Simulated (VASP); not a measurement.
Input of a VASP 6.6.1 run:

POSCAR

```
Mg
1.0
    0.0400810000      2.2703780000      2.3179540000
    2.2497710000      0.0627820000      2.2952530000
    2.2508710000      2.2487770000      0.0616820000
Mg
1
Direct
    0.0000000000      0.0000000000      0.0000000000
```

File INCAR.step1:

```
SYSTEM = Mg
  PREC = Accurate
  ENCUT = 520
  EDIFF = 1E-5
  ISMEAR = 0
  SIGMA = 0.15
  LREAL = .FALSE.
  LASPH = .TRUE.
  NELM = 100
  ALGO = Normal
  ISIF = 2
  LWAVE = .TRUE.
  LCHARG = .FALSE.
  GGA = PE
  NBANDS = 7
```

INCAR.step2

```
SYSTEM = Mg
  PREC = Accurate
  ENCUT = 520
  EDIFF = 1E-7
  ISMEAR = 0
  SIGMA = 0.15
  LREAL = .FALSE.
  LASPH = .TRUE.
  NELM = 100
  ALGO = Normal
  ISIF = 2
  LWAVE = .FALSE.
  LCHARG = .FALSE.
  METAGGA = R2SCAN
  LHFCALC = .TRUE.
  AEXX = 0.1
  LMIXTAU = .TRUE.
  PRECFOCK = Normal
  ISTART = 1
  NBANDS = 7
```

Contents of KPOINTS:

```
regular mesh
0
G
  7 7 7
  0 0 0
```

Potentials or basis: VASP PAW PBE potentials, release 64 (Mg).

Run with:

```bash
$ cat potpaw_PBE.64/Mg/POTCAR > POTCAR
$ cp INCAR.step1 INCAR
$ mpirun -np 1 vasp_std > vasp.out
$ cp INCAR.step2 INCAR
$ mpirun -np 1 vasp_std > vasp.out
```

**Question.** What does it give for the pressure?

**Answer.** 0.1 GPa.

**Question.** Predict the band gap on the k mesh.

**Answer.** Zero (bands 1 and 2 overlap by 2.48 eV).

Stress tensor (GPa, compression positive):
```
 0.59 -0.87 -0.73
-0.87  0.40 -1.99
-0.73 -1.99 -0.68
```

Caveat: the cell differs from its parent crystal (the cell strained at random); the PAW data sets were made with another functional, which shifts forces and pressure a little.
